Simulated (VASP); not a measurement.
Hf:

```xyz
1
Lattice="-1.8050 1.8050 1.8050 1.8050 -1.8050 1.8050 1.8050 1.8050 -1.8050" Properties=species:S:1:pos:R:3 pbc="T T T"
Hf    0.0000    0.0000    0.0000
```

Base run:

| Quantity | Value |
| --- | --- |
| Program | VASP 6.6.1 |
| Functional | r2SCAN |
| Potentials or basis | VASP PAW PBE potentials, release 64 (Hf_pv) |
| Cutoff | 440 eV |
| k mesh | 16 × 16 × 16 |
| Occupations | fermi-dirac, width 0.08 eV |
| Spin | no spin polarisation |

Its results: band gap on the k mesh zero (band 5 reaches 5.85 eV, above the bottom of band 6 at 3.43 eV); pressure -5.8 GPa.

The run is repeated on the same cell with these changes: functional from r2SCAN to PBE; cutoff from 440 eV to 520 eV. What comes out?

Band gap on the k mesh zero (band 5 reaches 5.73 eV, above the bottom of band 6 at 3.55 eV); pressure -5.1 GPa.

Caveats: spin-orbit coupling is left out, which moves the levels of the heavy elements; the PAW data sets were made with another functional, which shifts forces and pressure a little (some runs).
